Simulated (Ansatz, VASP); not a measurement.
# One calculation of Ag, two programs

```
Ag
1.0
    -1.64738    1.65565    1.65565
     1.64738   -1.65565    1.65565
     1.64738    1.65565   -1.65565
Ag
1
Direct
  0.00000 0.00000 0.00000
```

Change from the starting cell: strain -0.0050 x Voigt [1, 0, 0, 0, 0, 0], atoms carried along.

Alike in both runs: task single point; functional r2SCAN; k mesh 20 × 20 × 20; occupations gaussian, width 0.15 eV; no spin polarisation.

```csv
,VASP,Ansatz
version,VASP 6.6.1,Ansatz 0.2.0
potentials or method,"VASP PAW PBE potentials, release 64 (Ag), cutoff 520 eV","scalar-relativistic, plane waves, PAW"
valence electrons in the cell,11,19
```

```tsv
	VASP	Ansatz	Ansatz less VASP
gap on the k mesh at the Fermi level (eV)	none	none	-
pressure (GPa)	-3.1	-3.2	-0.11
traceless stress, the component that is largest in VASP (GPa)	-0.08	-0.08	+0.002
```

VASP's potentials were made for PBE, not for r2SCAN. A gap of «none» marks a metal or a gap that the smearing closes. VASP's potentials hold 11 valence electrons a cell and Ansatz's 19, so a difference there can come from the potentials and not from the codes.
